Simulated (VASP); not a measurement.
# PF3 (P6_3/mmc) in VASP: single point with r2SCAN

Aim: the single point of PF3 with r2SCAN.

Program: VASP 6.6.1. These are calculated values, not measurements. Logs are shortened: lines on timing, memory, paths and dates and some standing lists are left out, and cuts for length are marked.

### Step 1. The cell of the first run

Symmetry: P6_3/mmc, No. 194, hexagonal system. Conventional cell: a = 3.786 Å, b = 3.786 Å, c = 5.883 Å, α = 90.00°, β = 90.00°, γ = 120.00°. F (site symmetry -6m2) has 3 P at 2.19 Å and 14 F at 2.47 to 2.94 Å within 3.0 Å. F (site symmetry 3m) has 4 P at 1.79 to 2.47 Å and 7 F at 2.28 to 2.47 Å within 2.5 Å. P (site symmetry -6m2) has 11 F at 1.79 to 2.47 Å within 2.5 Å.

### Step 2. Single point, r2SCAN

POSCAR

```
PF3
1.0
    1.8927880009      3.2784049855      0.0000000000
   -1.8927880009      3.2784049855      0.0000000000
    0.0000000000      0.0000000000      5.8827704667
F P
6 2
Direct
    0.0000000000      0.0000000000      0.2500000000
    0.0000000000      0.0000000000      0.7500000000
    0.3333333333      0.3333333333      0.5550162780
    0.6666666667      0.6666666667      0.0550162780
    0.3333333333      0.3333333333      0.9449837220
    0.6666666667      0.6666666667      0.4449837220
    0.3333333333      0.3333333333      0.2500000000
    0.6666666667      0.6666666667      0.7500000000
```

INCAR.step1

```
SYSTEM = PF3
ALGO     = Normal         ! electronic algorithm
EDIFF    = 1E-4           ! SCF threshold, eV
ENCUT    = 520            ! plane-wave cutoff, eV
GGA      = PE             ! functional
ISMEAR   = -1             ! smearing method
LASPH    = .True.         ! aspherical terms in the spheres
LCHARG   = .False.        ! write CHGCAR
LREAL    = .False.        ! projectors in reciprocal space
LWAVE    = .True.         ! write WAVECAR
NBANDS   = 36             ! bands
NELM     = 60             ! most SCF steps
PREC     = Accurate       ! precision mode
SIGMA    = 0.1            ! smearing width, eV
```

INCAR.step2

```
SYSTEM = PF3
ALGO     = Normal         ! electronic algorithm
EDIFF    = 1E-6           ! SCF threshold, eV
ENCUT    = 520            ! plane-wave cutoff, eV
ISIF     = 2              ! what is computed and relaxed
ISMEAR   = -1             ! smearing method
ISTART   = 1            
LASPH    = .True.         ! aspherical terms in the spheres
LCHARG   = .True.         ! write CHGCAR
LELF     = .True.         ! ELF
LMIXTAU  = .True.       
LREAL    = .False.        ! projectors in reciprocal space
LVHAR    = .True.       
LWAVE    = .False.        ! write WAVECAR
METAGGA  = R2SCAN         ! meta-GGA
NBANDS   = 36             ! bands
NELM     = 60             ! most SCF steps
PREC     = Accurate       ! precision mode
SIGMA    = 0.1            ! smearing width, eV
```

KPOINTS

```
k-points
0
Gamma
  6 6 4
  0 0 0
```

Potentials or basis: VASP PAW PBE potentials, release 64 (F, P).

Command:

```
$ cat potpaw_PBE.64/F/POTCAR potpaw_PBE.64/P/POTCAR > POTCAR
$ cp INCAR.step1 INCAR
$ mpirun -np 1 vasp_std > vasp.out
$ cp INCAR.step2 INCAR
$ mpirun -np 1 vasp_std > vasp.out
```

OUTCAR:

```text
SYSTEM = PF3
   EDIFF = 1E-6
   ENCUT = 520
   ISIF = 2
   ISMEAR = -1
   ISTART = 1
   LASPH = .True.
   LREAL = .False.
   METAGGA = R2SCAN
   NELM = 60
   PREC = Accurate

 ion  position               nearest neighbor table
   1  0.000  0.000  0.250-   7 2.19   7 2.19   7 2.19
   2  0.000  0.000  0.750-   8 2.19   8 2.19   8 2.19
   3  0.333  0.333  0.555-   7 1.79
   4  0.667  0.667  0.055-   8 1.79
   5  0.333  0.333  0.945-   7 1.79
   6  0.667  0.667  0.445-   8 1.79
   7  0.333  0.333  0.250-   3 1.79   5 1.79   1 2.19   1 2.19   1 2.19
   8  0.667  0.667  0.750-   4 1.79   6 1.79   2 2.19   2 2.19   2 2.19

  LATTYP: Found a hexagonal cell.
 ALAT       =     3.7855760018
 C/A-ratio  =     1.5539961327

  Lattice vectors:

 A1 = (   1.8927880009,  -3.2784049855,   0.0000000000)
 A2 = (   1.8927880009,   3.2784049855,   0.0000000000)
 A3 = (   0.0000000000,   0.0000000000,   5.8827704667)

Analysis of symmetry for initial positions (statically):
=====================================================================
 Subroutine PRICEL returns:
 Original cell was already a primitive cell.

 Routine SETGRP: Setting up the symmetry group for a
 hexagonal supercell.

 Subroutine GETGRP returns: Found 24 space group operations
 (whereof 12 operations were pure point group operations)
 out of a pool of 24 trial point group operations.

The static configuration has the point symmetry D_3d.
 The point group associated with its full space group is D_6h.

Analysis of symmetry for dynamics (positions and initial velocities):
=====================================================================
 Subroutine PRICEL returns:
 Original cell was already a primitive cell.

 Routine SETGRP: Setting up the symmetry group for a
 hexagonal supercell.

 Subroutine GETGRP returns: Found 24 space group operations
 (whereof 12 operations were pure point group operations)
 out of a pool of 24 trial point group operations.

The dynamic configuration has the point symmetry D_3d.
 The point group associated with its full space group is D_6h.

 Subroutine INISYM returns: Found 24 space group operations
 (whereof 12 operations are pure point group operations),
 and found     1 'primitive' translations

----------------------------------------------------------------------------------------

                                     Primitive cell

  volume of cell :      73.0090

  direct lattice vectors                    reciprocal lattice vectors
     1.892788001  3.278404985  0.000000000     0.264160593  0.152513189  0.000000000
    -1.892788001  3.278404985  0.000000000    -0.264160593  0.152513189  0.000000000
     0.000000000  0.000000000  5.882770467     0.000000000  0.000000000  0.169987934

  length of vectors
     3.785576002  3.785576002  5.882770467     0.305026379  0.305026379  0.169987934

  position of ions in fractional coordinates (direct lattice)
     0.000000000  0.000000000  0.250000000
     0.000000000  0.000000000  0.750000000
     0.333333333  0.333333333  0.555016278
     0.666666667  0.666666667  0.055016278
     0.333333333  0.333333333  0.944983722
     0.666666667  0.666666667  0.444983722
     0.333333333  0.333333333  0.250000000
     0.666666667  0.666666667  0.750000000

  ion indices of the primitive-cell ions
   primitive index   ion index
                 1           1
                 2           2
                 3           3
                 4           4
                 5           5
                 6           6
                 7           7
                 8           8

----------------------------------------------------------------------------------------

 KPOINTS: k-points

Automatic generation of k-mesh.
 Grid dimensions read from file:
 generate k-points for:    6    6    4

 Generating k-lattice:

  Cartesian coordinates                     Fractional coordinates (reciprocal lattice)
     0.044026765  0.025418865  0.000000000     0.166666667  0.000000000  0.000000000
    -0.044026765  0.025418865  0.000000000     0.000000000  0.166666667  0.000000000
     0.000000000  0.000000000  0.042496984     0.000000000  0.000000000  0.250000000

  Length of vectors
     0.050837730  0.050837730  0.042496984

  Shift w.r.t. Gamma in fractional coordinates (k-lattice)
     0.000000000  0.000000000  0.000000000

 Subroutine IBZKPT returns following result:
 ===========================================

 Found     21 irreducible k-points:

 Following reciprocal coordinates:
            Coordinates               Weight
  0.000000  0.000000  0.000000      1.000000
  0.166667 -0.000000  0.000000      6.000000
  0.333333  0.000000  0.000000      6.000000
  0.500000  0.000000  0.000000      3.000000
  0.333333  0.166667  0.000000      6.000000
  0.500000  0.166667  0.000000     12.000000
[... 13 lines left out ...]
  0.500000  0.166667  0.500000     12.000000
 -0.333333  0.333333  0.500000      2.000000
   k-points           NKPTS =     21   k-points in BZ     NKDIM =     21   number of bands    NBANDS=     36
   number of dos      NEDOS =    301   number of ions     NIONS =      8
   total plane-waves  NPLWV =  37632
   dimension x,y,z NGX =    28 NGY =   28 NGZ =   48
   dimension x,y,z NGXF=    56 NGYF=   56 NGZF=   96
   ions per type =               6   2
   NGX,Y,Z   is equivalent  to a cutoff of  12.30, 12.30, 13.56 a.u.
   NGXF,Y,Z  is equivalent  to a cutoff of  24.59, 24.59, 27.13 a.u.
 SYSTEM =  PF3
   PREC   = accura    normal or accurate (medium, high low for compatibility)
   ISTART =      1    job   : 0-new  1-cont  2-samecut
   ICHARG =      0    charge: 1-file 2-atom 10-const
   ISPIN  =      1    spin polarized calculation?
   LNONCOLLINEAR =      F non collinear calculations
   LSORBIT =      F    spin-orbit coupling
   LASPH  =      T    aspherical Exc in radial PAW
   ENCUT  =  520.0 eV  38.22 Ry    6.18 a.u.   7.04  7.04 10.94*2*pi/ulx,y,z
   NELM   =     60;   NELMIN=  2; NELMDL=  0     # of ELM steps
   EDIFF  = 0.1E-05   stopping-criterion for ELM
   LREAL  =      F    real-space projection
   EDIFFG = 0.1E-04   stopping-criterion for IOM
   NSW    =      0    number of steps for IOM
   IBRION =     -1    ionic relax: 0-MD 1-quasi-New 2-CG
   NFREE  =      0    steps in history (QN), initial steepest desc. (CG)
   ISIF   =      2    stress and relaxation
   ISYM   =      2    0-nonsym 1-usesym 2-fastsym
   POTIM  = 0.5000    time-step for ionic-motion
   TEBEG  =    0.0;   TEEND  =   0.0 temperature during run
   PSTRESS=    0.0 pullay stress
   NELECT =      52.0000    total number of electrons
   NUPDOWN=      -1.0000    fix difference up-down
   EMIN   =  10.00;   EMAX   =-10.00  energy-range for DOS
   EFERMI =   0.00;   METHOD = LEGACY
   ISMEAR =    -1;   SIGMA  =   0.10  broadening in eV -4-tet -1-fermi 0-gaus
   EFERMI_NEDOS =   21; number of points for ismear=-14 and -15
   IALGO  =     38    algorithm
   IMIX   =      4    mixing-type and parameters
     AMIX     =   0.40;   BMIX     =  1.00
     AMIX_MAG =   1.60;   BMIX_MAG =  1.00
  volume/ion in A,a.u.               =       9.13        61.59
  Fermi-wavevector in a.u.,A,eV,Ry     =   1.462010  2.762799 29.082104  2.137474
  Thomas-Fermi vector in A             =   2.578274
   LORBIT       =      0    0 simple, 1 ext, 2 COOP (PROOUT), +10 PAW based schemes
   METAGGA = R2SCAN    functional components
   LHFCALC =     F    Hartree Fock is set to
   AEXX    =    0.0000 exact exchange contribution
   IVDW    =     0    specifies the selected vdW correction
   LEPSILON=     F    determine dielectric tensor
   LRPA    =     F    only Hartree local field effects (RPA)
 non-spin polarized calculation
  energy-cutoff  :      520.00
  volume of cell :       73.01
 maximum number of plane-waves:      1983
   NGX = 15   NGY = 15   NGZ = 21

 number of electron      51.9999993 magnetization

 Free energy of the ion-electron system (eV)
  ---------------------------------------------------
  ext. energy  EPLUGINS =         0.00000000
  ---------------------------------------------------
  free energy    TOTEN  =       -46.79065930 eV

  energy without entropy =      -46.79058930  energy(sigma->0) =      -46.79062430

 E-fermi :   5.2954     XC(G=0): -12.0974

 val. band max:        4.4492627374   @ k =  -0.3333   0.3333   0.5000
 cond. band min:       5.9742639748   @ k =  -0.3333   0.3333   0.0000
 fundamental gap:      1.5250012373
 Fermi energy:         5.2954285808

 k-point     1 :       0.0000    0.0000    0.0000
  band No.  band energies     occupation
      1     -21.8734      2.00000
      2     -20.8752      2.00000
      3     -19.9803      2.00000
      4     -19.3910      2.00000
      5     -19.3625      2.00000
      6     -19.1644      2.00000
[... 28 lines left out ...]
     35      18.1973      0.00000
     36      20.2748      0.00000

 k-point     2 :       0.1667   -0.0000    0.0000
  band No.  band energies     occupation
      1     -21.7186      2.00000
      2     -20.7790      2.00000
      3     -19.9666      2.00000
      4     -19.5002      2.00000
      5     -19.4227      2.00000
      6     -19.2733      2.00000
[... 28 lines left out ...]
     35      18.4008      0.00000
     36      19.7736      0.00000

 k-point     3 :       0.3333    0.0000    0.0000
  band No.  band energies     occupation
      1     -21.3004      2.00000
      2     -20.5299      2.00000
      3     -20.0946      2.00000
      4     -19.6790      2.00000
      5     -19.5487      2.00000
      6     -19.5398      2.00000
[... 28 lines left out ...]
     35      18.9040      0.00000
     36      19.4891      0.00000

 k-point     4 :       0.5000    0.0000    0.0000
  band No.  band energies     occupation
      1     -20.8909      2.00000
      2     -20.4389      2.00000
      3     -20.3255      2.00000
      4     -19.7655      2.00000
      5     -19.6791      2.00000
      6     -19.6082      2.00000
[... 28 lines left out ...]
     35      19.0660      0.00000
     36      19.0965      0.00000

 k-point     5 :       0.3333    0.1667    0.0000
  band No.  band energies     occupation
      1     -21.4309      2.00000
      2     -20.6041      2.00000
      3     -20.0064      2.00000
      4     -19.6311      2.00000
      5     -19.5448      2.00000
      6     -19.4684      2.00000
[... 538 lines left out ...]
 k-point    19 :       0.3333    0.1667    0.5000
  band No.  band energies     occupation
      1     -21.0932      2.00000
      2     -21.0932      2.00000
      3     -19.6981      2.00000
      4     -19.6981      2.00000
      5     -19.5633      2.00000
      6     -19.5633      2.00000
[... 28 lines left out ...]
     35      18.8344      0.00000
     36      18.8344      0.00000

 k-point    20 :       0.5000    0.1667    0.5000
  band No.  band energies     occupation
      1     -20.6978      2.00000
      2     -20.6978      2.00000
      3     -20.0219      2.00000
      4     -20.0219      2.00000
      5     -19.6511      2.00000
      6     -19.6511      2.00000
[... 28 lines left out ...]
     35      18.6251      0.00000
     36      18.6251      0.00000

 k-point    21 :      -0.3333    0.3333    0.5000
  band No.  band energies     occupation
      1     -20.4530      2.00000
      2     -20.4530      2.00000
      3     -20.1803      2.00000
      4     -20.1803      2.00000
      5     -19.7443      2.00000
      6     -19.7443      2.00000
[... 28 lines left out ...]
     35      18.4025      0.00000
     36      18.4025      0.00000

------------------------ aborting loop because EDIFF is reached ----------------------------------------

  FORCE on cell =-STRESS in cart. coord.  units (eV):
  Direction    XX          YY          ZZ          XY          YZ          ZX
  --------------------------------------------------------------------------------------
  -------------------------------------------------------------------------------------
  Total        8.6984997      8.6984997      9.3046153      0.0000000      0.0000000      0.0000000
  in kB      190.8879267    190.8879267    204.1890883      0.0000000      0.0000000      0.0000000
  external PRESSURE =     195.3216472 kB  Pullay stress =       0.0000000 kB

 VOLUME and BASIS-vectors are now :
 -----------------------------------------------------------------------------
  energy-cutoff  :      520.00
  volume of cell :       73.01
      direct lattice vectors                 reciprocal lattice vectors
     1.892788001  3.278404985  0.000000000     0.264160593  0.152513189  0.000000000
    -1.892788001  3.278404985  0.000000000    -0.264160593  0.152513189  0.000000000
     0.000000000  0.000000000  5.882770467     0.000000000  0.000000000  0.169987934

 POSITION                                       TOTAL-FORCE (eV/Angst)
 -----------------------------------------------------------------------------------
      0.00000      0.00000      1.47069         0.000000     -0.000000     -0.000000
      0.00000      0.00000      4.41208        -0.000000      0.000000     -0.000000
      0.00000      2.18560      3.26503        -0.000000      0.000000      0.085478
      0.00000      4.37121      0.32365         0.000000     -0.000000      0.085478
      0.00000      2.18560      5.55912        -0.000000      0.000000     -0.085478
      0.00000      4.37121      2.61774         0.000000     -0.000000     -0.085478
      0.00000      2.18560      1.47069         0.000000      0.000000     -0.000000
      0.00000      4.37121      4.41208        -0.000000     -0.000000     -0.000000
 -----------------------------------------------------------------------------------
    total drift:                                0.000000     -0.000001     -0.000000

  FREE ENERGIE OF THE ION-ELECTRON SYSTEM (eV)
  ---------------------------------------------------
  free  energy   TOTEN  =       -46.7906593009 eV

  energy  without entropy=      -46.7905893036  energy(sigma->0) =      -46.79062430
```

Wall time 2.8 min (1 thread of Intel Xeon Platinum 8259CL at 2.50GHz (Skylake/Cascade Lake), shared host); peak memory 0.2 GiB.

What came out:

* Free energy: -46.7907 eV
* Pressure: 19.5 GPa
* Largest force: 0.085 eV/Å
* Band gap on the k mesh: 1.52 eV (least direct gap 2.24 eV)

Forces on the atoms (eV/Å):
```
F    0.000  0.000  0.000
F    0.000  0.000  0.000
F    0.000  0.000  0.085
F    0.000  0.000  0.085
F    0.000  0.000 -0.085
F    0.000  0.000 -0.085
P    0.000  0.000  0.000
P    0.000  0.000  0.000
```

Stress tensor (GPa, compression positive):
```
19.09  0.00  0.00
 0.00 19.09  0.00
 0.00  0.00 20.42
```

Caveat: the cell stands under pressure; the PAW data sets were made with another functional, which shifts forces and pressure a little. A k mesh can miss the band edges.
